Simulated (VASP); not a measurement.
The system is TlAgS2.

```
Ag S Tl
1.0
     4.13844    0.00000    0.00000
     0.00000    4.13844    0.00000
     0.00000    0.00000    6.00234
Ag S Tl
1 2 1
Direct
  0.00000 0.00000 0.00000
  0.00000 0.50000 0.24458
  0.50000 0.00000 0.75542
  0.50000 0.50000 0.50000
```

Base run:

* Program: VASP 6.6.1
* Functional: LDA
* Potentials or basis: VASP PAW LDA potentials, release 64 (Ag, S, Tl_d)
* Cutoff: 520 eV
* k mesh: 6 × 6 × 4
* Occupations: fermi-dirac, width 0.02 eV
* Spin: no spin polarisation

Its results: band gap on the k mesh zero (filled and empty bands touch); pressure -3.5 GPa; largest force 0.262 eV/Å.

**Question.** The run is repeated on the same cell with these changes: functional from LDA to r2SCAN; potentials or basis from VASP PAW LDA potentials, release 64 (Ag, S, Tl_d) to VASP PAW PBE potentials, release 64 (Ag, S, Tl_d). What comes out?

**Answer.** Band gap on the k mesh zero (filled and empty bands touch); pressure -0.1 GPa; largest force 0.014 eV/Å.

Caveats: spin-orbit coupling is left out, which moves the levels of the heavy elements; the cell stands under tension (at least some runs); the PAW data sets were made with another functional, which shifts forces and pressure a little (at least some runs).
